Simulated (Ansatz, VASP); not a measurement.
One calculation of SnPb3S4, two programs

```xyz
8
Lattice="-0.0009 -0.0471 4.2165 4.0971 -5.8816 0.0657 4.2458 5.9867 -0.0676" Properties=species:S:1:pos:R:3 pbc="T T T"
Sn    4.2087    0.0064    2.1580
Pb    2.2096    2.9644   -0.0844
Pb    2.0781   -3.0159    0.1706
Pb    0.1221   -0.0684    2.0754
S     1.9659    0.0524   -0.0031
S     6.2512    0.1613    0.0424
S     4.0701    2.8739    1.9931
S     4.1209   -2.7529    2.0753
```

Change from the starting cell: cell x1, atoms moved at random (sigma 0.1 Å) and cell strained at random (1.5 %), then relaxed without symmetry.

Alike in both runs: task relaxation of cell and atoms; functional PBE; k mesh 6 × 4 × 4; occupations gaussian, width 0.2 eV; no spin polarisation.

|  | VASP | Ansatz |
| --- | --- | --- |
| version | VASP 6.6.1 | Ansatz 0.2.0 |
| potentials or method | VASP PAW PBE potentials, release 64 (Sn_d, Pb_d, S), cutoff 500 eV | scalar-relativistic, plane waves, PAW |
| valence electrons in the cell | 80 | 80 |

|  | VASP | Ansatz | Ansatz less VASP |
| --- | --- | --- | --- |
| gap on the k mesh at the Fermi level, each at its own relaxed structure (eV) | 0.13 | 0.11 | -0.022 |
| relaxed volume (Å³/atom) | 26.74 | 26.77 | +0.034 |
| relaxed length of the cell vector where the two differ most in proportion (Å) | 7.323 | 7.329 | +0.0064 |

Spin-orbit coupling is off throughout.
